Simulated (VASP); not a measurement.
# Se (P6_3/mmc) in VASP: further runs

Runs on Se. Level: revPBE. Tasks: single point.

Program: VASP 6.6.1. These are calculated values, not measurements. Logs are shortened: lines on timing, memory, paths and dates and some standing lists are left out, and cuts for length are marked.

## 1. The cell of the first run

It takes space group P6_3/mmc (No. 194, hexagonal). The conventional cell has a = 3.951 Å, b = 3.951 Å, c = 7.446 Å, α = 90.00°, β = 90.00°, γ = 120.00°. Within 3.9 Å of Se (site symmetry -3m) lie 8 Se at 2.94 to 3.72 Å. Within 3.9 Å of Se (site symmetry -6m2) lie 6 Se at 2.94 Å.

## 2. Single point, revPBE (volume scaled by 1.08)

INCAR

```
SYSTEM = Se
PREC = Accurate
ENCUT = 520
EDIFF = 1E-6
ISMEAR = -1
SIGMA = 0.1
LREAL = .FALSE.
LASPH = .TRUE.
NELM = 80
ALGO = Normal
ISIF = 2
LWAVE = .FALSE.
LCHARG = .FALSE.
GGA = RE
NBANDS = 20
```

KPOINTS

```
Automatic mesh
0
G
  11 11 5
  0 0 0
```

POSCAR

```
Se
1.0
    3.9505693933      0.0000000000      0.0000000000
   -1.9752846967      3.4212934540      0.0000000000
    0.0000000000      0.0000000000      7.4459185956
Se
4
Direct
    0.0000000000      0.0000000000      1.0000000000
    1.0000000000      1.0000000000      0.5000000000
    0.3333333333      0.6666666667      0.2500000000
    0.6666666667      0.3333333333      0.7500000000
```

Potentials or basis: VASP PAW PBE potentials, release 64 (Se).

On the command line:

```sh
$ cat potpaw_PBE.64/Se/POTCAR > POTCAR
$ mpirun -np 1 vasp_std > vasp.out
```

OUTCAR:

```text
SYSTEM = Se
   PREC = Accurate
   ENCUT = 520
   EDIFF = 1E-6
   ISMEAR = -1
   LREAL = .FALSE.
   LASPH = .TRUE.
   NELM = 80
   ISIF = 2
   GGA = RE

 ion  position               nearest neighbor table
   1  0.000  0.000  0.000-
   2  0.000  0.000  0.500-
   3  0.333  0.667  0.250-
   4  0.667  0.333  0.750-

  LATTYP: Found a hexagonal cell.
 ALAT       =     3.9505693933
 C/A-ratio  =     1.8847709923

  Lattice vectors:

 A1 = (   3.9505693933,   0.0000000000,   0.0000000000)
 A2 = (  -1.9752846967,   3.4212934540,   0.0000000000)
 A3 = (   0.0000000000,   0.0000000000,   7.4459185956)

Analysis of symmetry for initial positions (statically):
=====================================================================
 Subroutine PRICEL returns:
 Original cell was already a primitive cell.

 Routine SETGRP: Setting up the symmetry group for a
 hexagonal supercell.

 Subroutine GETGRP returns: Found 24 space group operations
 (whereof 12 operations were pure point group operations)
 out of a pool of 24 trial point group operations.

The static configuration has the point symmetry D_3d.
 The point group associated with its full space group is D_6h.

Analysis of symmetry for dynamics (positions and initial velocities):
=====================================================================
 Subroutine PRICEL returns:
 Original cell was already a primitive cell.

 Routine SETGRP: Setting up the symmetry group for a
 hexagonal supercell.

 Subroutine GETGRP returns: Found 24 space group operations
 (whereof 12 operations were pure point group operations)
 out of a pool of 24 trial point group operations.

The dynamic configuration has the point symmetry D_3d.
 The point group associated with its full space group is D_6h.

 Subroutine INISYM returns: Found 24 space group operations
 (whereof 12 operations are pure point group operations),
 and found     1 'primitive' translations

----------------------------------------------------------------------------------------

                                     Primitive cell

  volume of cell :     100.6395

  direct lattice vectors                    reciprocal lattice vectors
     3.950569393  0.000000000  0.000000000     0.253128068  0.146143558  0.000000000
    -1.975284697  3.421293454  0.000000000     0.000000000  0.292287117  0.000000000
     0.000000000  0.000000000  7.445918596     0.000000000  0.000000000  0.134301764

  length of vectors
     3.950569393  3.950569393  7.445918596     0.292287117  0.292287117  0.134301764

  position of ions in fractional coordinates (direct lattice)
     0.000000000  0.000000000  0.000000000
     0.000000000  0.000000000  0.500000000
     0.333333333  0.666666667  0.250000000
     0.666666667  0.333333333  0.750000000

  ion indices of the primitive-cell ions
   primitive index   ion index
                 1           1
                 2           2
                 3           3
                 4           4

----------------------------------------------------------------------------------------

 KPOINTS: Automatic mesh

Automatic generation of k-mesh.
 Grid dimensions read from file:
 generate k-points for:   11   11    5

 Generating k-lattice:

  Cartesian coordinates                     Fractional coordinates (reciprocal lattice)
     0.023011643  0.013285778  0.000000000     0.090909091  0.000000000  0.000000000
     0.000000000  0.026571556  0.000000000     0.000000000  0.090909091  0.000000000
     0.000000000  0.000000000  0.026860353     0.000000000  0.000000000  0.200000000

  Length of vectors
     0.026571556  0.026571556  0.026860353

  Shift w.r.t. Gamma in fractional coordinates (k-lattice)
     0.000000000  0.000000000  0.000000000

 Subroutine IBZKPT returns following result:
 ===========================================

 Found     48 irreducible k-points:

 Following reciprocal coordinates:
            Coordinates               Weight
  0.000000  0.000000  0.000000      1.000000
  0.090909  0.000000  0.000000      6.000000
  0.181818 -0.000000  0.000000      6.000000
  0.272727  0.000000  0.000000      6.000000
  0.363636  0.000000  0.000000      6.000000
  0.454545 -0.000000  0.000000      6.000000
[... 16 lines left out ...]
  0.090909  0.090909  0.200000     12.000000
  0.181818  0.090909  0.200000     24.000000
 [... further k-points ...]
   k-points           NKPTS =     48   k-points in BZ     NKDIM =     48   number of bands    NBANDS=     20
   number of dos      NEDOS =    301   number of ions     NIONS =      4
   total plane-waves  NPLWV =  50400
   dimension x,y,z NGX =    30 NGY =   30 NGZ =   56
   dimension x,y,z NGXF=    60 NGYF=   60 NGZF=  112
   ions per type =               4
   NGX,Y,Z   is equivalent  to a cutoff of  12.62, 12.62, 12.50 a.u.
   NGXF,Y,Z  is equivalent  to a cutoff of  25.25, 25.25, 25.01 a.u.
 SYSTEM =  Se
   PREC   = accura    normal or accurate (medium, high low for compatibility)
   ISTART =      0    job   : 0-new  1-cont  2-samecut
   ICHARG =      2    charge: 1-file 2-atom 10-const
   ISPIN  =      1    spin polarized calculation?
   LNONCOLLINEAR =      F non collinear calculations
   LSORBIT =      F    spin-orbit coupling
   LASPH  =      T    aspherical Exc in radial PAW
   ENCUT  =  520.0 eV  38.22 Ry    6.18 a.u.   7.35  7.35 13.84*2*pi/ulx,y,z
   NELM   =     80;   NELMIN=  2; NELMDL= -5     # of ELM steps
   EDIFF  = 0.1E-05   stopping-criterion for ELM
   LREAL  =      F    real-space projection
   EDIFFG = 0.1E-04   stopping-criterion for IOM
   NSW    =      0    number of steps for IOM
   IBRION =     -1    ionic relax: 0-MD 1-quasi-New 2-CG
   NFREE  =      0    steps in history (QN), initial steepest desc. (CG)
   ISIF   =      2    stress and relaxation
   ISYM   =      2    0-nonsym 1-usesym 2-fastsym
   POTIM  = 0.5000    time-step for ionic-motion
   TEBEG  =    0.0;   TEEND  =   0.0 temperature during run
   PSTRESS=    0.0 pullay stress
   NELECT =      24.0000    total number of electrons
   NUPDOWN=      -1.0000    fix difference up-down
   EMIN   =  10.00;   EMAX   =-10.00  energy-range for DOS
   EFERMI =   0.00;   METHOD = LEGACY
   ISMEAR =    -1;   SIGMA  =   0.10  broadening in eV -4-tet -1-fermi 0-gaus
   EFERMI_NEDOS =   21; number of points for ismear=-14 and -15
   IALGO  =     38    algorithm
   IMIX   =      4    mixing-type and parameters
     AMIX     =   0.40;   BMIX     =  1.00
     AMIX_MAG =   1.60;   BMIX_MAG =  1.00
  volume/ion in A,a.u.               =      25.16       169.79
  Fermi-wavevector in a.u.,A,eV,Ry     =   1.015210  1.918468 14.022858  1.030651
  Thomas-Fermi vector in A             =   2.148482
   LORBIT       =      0    0 simple, 1 ext, 2 COOP (PROOUT), +10 PAW based schemes
   GGA     = RE    functional components
   LHFCALC =     F    Hartree Fock is set to
   AEXX    =    0.0000 exact exchange contribution
   IVDW    =     0    specifies the selected vdW correction
   LEPSILON=     F    determine dielectric tensor
   LRPA    =     F    only Hartree local field effects (RPA)
 non-spin polarized calculation
  energy-cutoff  :      520.00
  volume of cell :      100.64
 maximum number of plane-waves:      2764
 NGX is ok and might be reduce to    30
   NGX = 15   NGY = 15   NGZ = 27

 number of electron      23.9999999 magnetization

 Free energy of the ion-electron system (eV)
  ---------------------------------------------------
  ext. energy  EPLUGINS =         0.00000000
  ---------------------------------------------------
  free energy    TOTEN  =       -11.40173115 eV

  energy without entropy =      -11.31616499  energy(sigma->0) =      -11.35894807

 E-fermi :   3.5661     XC(G=0):  -9.3565

 val. band max:        3.5645389810   @ k =   0.0909   0.0909   0.0000
 cond. band min:       3.5713280905   @ k =   0.4545  -0.0000   0.4000
 fundamental gap:      0.0067891095
 Fermi energy:         3.5660622383

 k-point     1 :       0.0000    0.0000    0.0000
  band No.  band energies     occupation
      1     -11.5966      2.00000
      2      -9.7183      2.00000
      3      -9.6122      2.00000
      4      -6.7405      2.00000
      5      -0.1069      2.00000
      6       0.9836      2.00000
[... 12 lines left out ...]
     19      10.6834      0.00000
     20      10.7557      0.00000

 k-point     2 :       0.0909    0.0000    0.0000
  band No.  band energies     occupation
      1     -11.5251      2.00000
      2      -9.6785      2.00000
      3      -9.5689      2.00000
      4      -6.8468      2.00000
      5      -0.0432      2.00000
      6       0.6923      2.00000
[... 12 lines left out ...]
     19      10.9224      0.00000
     20      11.1526      0.00000

 k-point     3 :       0.1818   -0.0000    0.0000
  band No.  band energies     occupation
      1     -11.3149      2.00000
      2      -9.5696      2.00000
      3      -9.4480      2.00000
      4      -7.1505      2.00000
      5      -0.2779      2.00000
      6       0.0491      2.00000
[... 12 lines left out ...]
     19      11.6020      0.00000
     20      11.6119      0.00000

 k-point     4 :       0.2727    0.0000    0.0000
  band No.  band energies     occupation
      1     -10.9796      2.00000
      2      -9.4274      2.00000
      3      -9.2778      2.00000
      4      -7.6004      2.00000
      5      -1.1737      2.00000
      6      -0.6567      2.00000
[... 12 lines left out ...]
     19      11.1520      0.00000
     20      12.1283      0.00000

 k-point     5 :       0.3636    0.0000    0.0000
  band No.  band energies     occupation
      1     -10.5524      2.00000
      2      -9.3275      2.00000
      3      -9.1069      2.00000
      4      -8.0916      2.00000
      5      -1.8417      2.00000
      6      -1.3297      2.00000
[... 12 lines left out ...]
     19      11.8931      0.00000
     20      12.5620      0.00000
[... 353 lines left out ...]
      6      -1.1004      2.00000
[... 12 lines left out ...]
     19      12.0958      0.00000
     20      12.9295      0.00000

 k-point    22 :       0.4545   -0.0000    0.2000
  band No.  band energies     occupation
      1     -10.0859      2.00000
      2      -9.5104      2.00000
      3      -8.8969      2.00000
      4      -8.4632      2.00000
      5      -2.0239      2.00000
      6      -1.5402      2.00000
[... 12 lines left out ...]
     19      12.7546      0.00000
     20      13.6183      0.00000

 k-point    23 :       0.0909    0.0909    0.2000
  band No.  band energies     occupation
      1     -11.3046      2.00000
      2     -10.1691      2.00000
      3      -8.8598      2.00000
      4      -7.1937      2.00000
      5      -0.1708      2.00000
      6      -0.1635      2.00000
[... 12 lines left out ...]
     19      11.3074      0.00000
     20      11.5780      0.00000

 k-point    24 :       0.1818    0.0909    0.2000
  band No.  band energies     occupation
      1     -11.0350      2.00000
      2      -9.9743      2.00000
      3      -8.8095      2.00000
      4      -7.5248      2.00000
      5      -0.9333      2.00000
      6      -0.2285      2.00000
[... 12 lines left out ...]
     19      10.9453      0.00000
     20      12.1082      0.00000

 [... further k-points ...]
[... 5 lines left out ...]
  --------------------------------------------------------------------------------------
  -------------------------------------------------------------------------------------
  Total       -2.4214345     -2.4214345     -2.7000426      0.0000000      0.0000000      0.0000000
  in kB      -38.5491681    -38.5491681    -42.9846008      0.0000000      0.0000000      0.0000000
  external PRESSURE =     -40.0276457 kB  Pullay stress =       0.0000000 kB

 VOLUME and BASIS-vectors are now :
 -----------------------------------------------------------------------------
  energy-cutoff  :      520.00
  volume of cell :      100.64
      direct lattice vectors                 reciprocal lattice vectors
     3.950569393  0.000000000  0.000000000     0.253128068  0.146143558  0.000000000
    -1.975284697  3.421293454  0.000000000     0.000000000  0.292287117  0.000000000
     0.000000000  0.000000000  7.445918596     0.000000000  0.000000000  0.134301764

 POSITION                                       TOTAL-FORCE (eV/Angst)
 -----------------------------------------------------------------------------------
      0.00000      0.00000      0.00000         0.000000      0.000000      0.000000
      0.00000      0.00000      3.72296         0.000000      0.000000      0.000000
     -0.00000      2.28086      1.86148         0.000000      0.000000     -0.000000
      1.97528      1.14043      5.58444        -0.000000      0.000000      0.000000
 -----------------------------------------------------------------------------------
    total drift:                               -0.000000      0.000000     -0.000000

  FREE ENERGIE OF THE ION-ELECTRON SYSTEM (eV)
  ---------------------------------------------------
  free  energy   TOTEN  =       -11.4017311518 eV

  energy  without entropy=      -11.3161649869  energy(sigma->0) =      -11.35894807
```

Wall time 76 s (1 thread of Intel Xeon Platinum 8488C (Sapphire Rapids), shared host); peak memory 0.24 GiB.

Results:

```yaml
Free_energy: -11.4017 eV
Pressure: -4.0 GPa
Band_gap_on_the_k_mesh: zero (band 12 reaches 3.92 eV, above the bottom of band 13 at 2.41 eV)
```

Stress tensor (GPa, compression positive):
```
-3.85  0.00  0.00
 0.00 -3.85  0.00
 0.00  0.00 -4.30
```

Levels at points of the mesh, in eV from the Fermi level:
| k point | band 8 | band 9 | band 10 | band 11 | band 12 | band 13 | band 14 | band 15 | band 16 | band 17 |
| --- | --- | --- | --- | --- | --- | --- | --- | --- | --- | --- |
| (0.00, 0.00, 0.00) | -1.73 | -1.37 | -1.37 | -1.28 | -0.96 | -0.96 | 0.75 | 0.75 | 2.12 | 4.86 |

Caveat: the PAW data sets were made with another functional, which shifts forces and pressure a little.

## 3. Single point, revPBE (volume scaled by 1.12)

INCAR

```
SYSTEM = Se
PREC = Accurate
ENCUT = 520
EDIFF = 1E-6
ISMEAR = -1
SIGMA = 0.1
LREAL = .False.
LASPH = .True.
NELM = 60
ALGO = Normal
ISIF = 2
LWAVE = .False.
LCHARG = .False.
GGA = RE
NBANDS = 20
```

KPOINTS

```
Automatic mesh
0
Gamma
  11 11 5
  0 0 0
```

POSCAR

```
Se
1.0
    3.9987518174      0.0000000000      0.0000000000
   -1.9993759087      3.4630206573      0.0000000000
    0.0000000000      0.0000000000      7.5367314310
Se
4
Direct
    0.0000000000      0.0000000000      1.0000000000
    1.0000000000      1.0000000000      0.5000000000
    0.3333333333      0.6666666667      0.2500000000
    0.6666666667      0.3333333333      0.7500000000
```

Potentials or basis: VASP PAW PBE potentials, release 64 (Se).

On the command line:

```sh
$ cat potpaw_PBE.64/Se/POTCAR > POTCAR
$ mpirun -np 1 vasp_std > vasp.out
```

OUTCAR:

```text
SYSTEM = Se
   PREC = Accurate
   ENCUT = 520
   EDIFF = 1E-6
   ISMEAR = -1
   LREAL = .False.
   LASPH = .True.
   NELM = 60
   ISIF = 2
   GGA = RE

 ion  position               nearest neighbor table
   1  0.000  0.000  0.000-
   2  0.000  0.000  0.500-
   3  0.333  0.667  0.250-
   4  0.667  0.333  0.750-

  LATTYP: Found a hexagonal cell.
 ALAT       =     3.9987518174
 C/A-ratio  =     1.8847709923

  Lattice vectors:

 A1 = (   3.9987518174,   0.0000000000,   0.0000000000)
 A2 = (  -1.9993759087,   3.4630206573,   0.0000000000)
 A3 = (   0.0000000000,   0.0000000000,   7.5367314310)

Analysis of symmetry for initial positions (statically):
=====================================================================
 Subroutine PRICEL returns:
 Original cell was already a primitive cell.

 Routine SETGRP: Setting up the symmetry group for a
 hexagonal supercell.

 Subroutine GETGRP returns: Found 24 space group operations
 (whereof 12 operations were pure point group operations)
[... 163 lines left out ...]
  ---------------------------------------------------
  ext. energy  EPLUGINS =         0.00000000
  ---------------------------------------------------
  free energy    TOTEN  =       -11.29164387 eV

  energy without entropy =      -11.20336775  energy(sigma->0) =      -11.24750581

 E-fermi :   3.1787     XC(G=0):  -9.1902

 val. band max:        3.1751679335   @ k =   0.2727   0.2727   0.2000
 cond. band min:       3.1955641729   @ k =   0.4545   0.0000   0.4000
 fundamental gap:      0.0203962395
 Fermi energy:         3.1786552125

 k-point     1 :       0.0000    0.0000    0.0000
  band No.  band energies     occupation
      1     -11.7115      2.00000
      2      -9.9355      2.00000
      3      -9.8367      2.00000
      4      -7.2013      2.00000
      5      -0.3291      2.00000
      6       0.7121      2.00000
[... 541 lines left out ...]
     19      10.6150      0.00000
     20      11.7226      0.00000

 [... further k-points ...]
[... 5 lines left out ...]
  --------------------------------------------------------------------------------------
  -------------------------------------------------------------------------------------
  Total       -3.3007313     -3.3007313     -3.9577886      0.0000000      0.0000000      0.0000000
  in kB      -50.6708496    -50.6708496    -60.7575984      0.0000000      0.0000000      0.0000000
  external PRESSURE =     -54.0330992 kB  Pullay stress =       0.0000000 kB

 VOLUME and BASIS-vectors are now :
 -----------------------------------------------------------------------------
  energy-cutoff  :      520.00
  volume of cell :      104.37
      direct lattice vectors                 reciprocal lattice vectors
     3.998751817  0.000000000  0.000000000     0.250078036  0.144382621  0.000000000
    -1.999375909  3.463020657  0.000000000     0.000000000  0.288765243  0.000000000
     0.000000000  0.000000000  7.536731431     0.000000000  0.000000000  0.132683513

 POSITION                                       TOTAL-FORCE (eV/Angst)
 -----------------------------------------------------------------------------------
      0.00000      0.00000      0.00000        -0.000000     -0.000000     -0.000000
      0.00000      0.00000      3.76837        -0.000000     -0.000000     -0.000000
     -0.00000      2.30868      1.88418         0.000000     -0.000000      0.000000
      1.99938      1.15434      5.65255        -0.000000      0.000000     -0.000000
 -----------------------------------------------------------------------------------
    total drift:                               -0.000000      0.000000     -0.000000

  FREE ENERGIE OF THE ION-ELECTRON SYSTEM (eV)
  ---------------------------------------------------
  free  energy   TOTEN  =       -11.2916438730 eV

  energy  without entropy=      -11.2033677517  energy(sigma->0) =      -11.24750581
```

stdout:

```text
POSCAR found type information on POSCAR Se
 POSCAR found :  1 types and       4 ions
 scaLAPACK will be used
 -----------------------------------------------------------------------------
|                                                                             |
|                                                                             |
|     You enforced a specific xc type in the INCAR file but a different       |
|     I HOPE YOU KNOW WHAT YOU ARE DOING!                                     |
|                                                                             |
 -----------------------------------------------------------------------------

 LDA part: xc-table for (Slater+PW92), standard interpolation
 POSCAR, INCAR and KPOINTS ok, starting setup
 FFT: planning ... GRIDC
 FFT: planning ... GRID_SOFT
 FFT: planning ... GRID
 WAVECAR not read
 entering main loop
```

Wall time 72 s (1 thread of Intel Xeon Platinum 8488C (Sapphire Rapids), shared host); peak memory 0.24 GiB.

What came out:

```
Free energy            : -11.2916 eV
Pressure               : -5.4 GPa
Band gap on the k mesh : zero (band 12 reaches 3.51 eV, above the bottom of band 13 at 2.09 eV)
```

Caveat: the PAW data sets were made with another functional, which shifts forces and pressure a little.
